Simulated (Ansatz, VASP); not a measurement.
MgO in VASP and in Ansatz

```xyz
6
Lattice="3.2617 0.0000 0.0000 -1.6308 2.8247 0.0000 0.0000 0.0000 7.9882" Properties=species:S:1:pos:R:3 pbc="T T T"
Mg    0.0000    0.0000   -0.0001
Mg    0.0000    1.8831    2.6627
Mg    1.6308    0.9416    5.3254
O     0.0000    0.0000    1.9971
O     0.0000    1.8831    4.6599
O     1.6308    0.9416    7.3226
```

Alike in both runs: functional PBE; k mesh 12 × 12 × 3; occupations gaussian, width 0.02 eV; no spin polarisation.

Ansatz relaxed the structure, and its values are those at the end. VASP's run is a single point on that final structure, the one shown.

|  | VASP | Ansatz |
| --- | --- | --- |
| version | VASP 6.6.1 | Ansatz 0.2.0 |
| potentials or method | VASP PAW PBE potentials, release 64 (Mg, O), cutoff 520 eV | scalar-relativistic, plane waves, PAW |
| valence electrons in the cell | 24 | 48 |

VASP gave:

* gap on the k mesh at the Fermi level (eV): 3.46
* least direct gap on the mesh (eV): 3.46
* pressure (GPa): -0.4

Problem. What did Ansatz give for the same quantities?

Solution. gap on the k mesh at the Fermi level (eV): 3.48; least direct gap on the mesh (eV): 3.48; pressure (GPa): 0.0.

The functional is the same, so the differences come from potentials, cutoffs and numerics. VASP's potentials hold 24 valence electrons a cell and Ansatz's 48, so a difference there can come from the potentials and not from the codes.
